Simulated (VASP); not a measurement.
Here is a VASP 6.6.1 calculation.

The input INCAR:

```
PREC = Accurate
ENCUT = 520
EDIFF = 1E-6
ISMEAR = 0
SIGMA = 0.15
LREAL = False
LASPH = True
NELM = 100
ALGO = Fast
ISIF = 2
LWAVE = False
LCHARG = True
GGA = PS
LELF = True
LVHAR = True
NBANDS = 14
```

KPOINTS

```
Automatic mesh
0
Gamma
  16 16 16
```

Contents of POSCAR:

```
AlNi
1.0
    2.8810000000      0.0000000000      0.0000000000
    0.0000000000      2.8810000000      0.0000000000
    0.0000000000      0.0000000000      2.9962400000
Al Ni
1 1
Direct
    0.0000000000      0.0000000000      0.0000000000
    0.5000000000      0.5000000000      0.5000000000
```

Potentials or basis: VASP PAW PBE potentials, release 64 (Al, Ni).

The run is started by

```bash
$ cat potpaw_PBE.64/Al/POTCAR potpaw_PBE.64/Ni/POTCAR > POTCAR
$ mpirun -np 1 vasp_std > vasp.out
```

Predict the pressure.

-8.9 GPa.

Stress tensor (GPa, compression positive):
```
 -8.14   0.00   0.00
  0.00  -8.14   0.00
  0.00   0.00 -10.53
```

Caveat: the cell differs from its parent crystal (strain +0.000 along x and y, +0.040 along z); the PAW data sets were made with another functional, which shifts forces and pressure a little. Spin polarisation is off, so any magnetic state and its effect on volume and gap are missing.
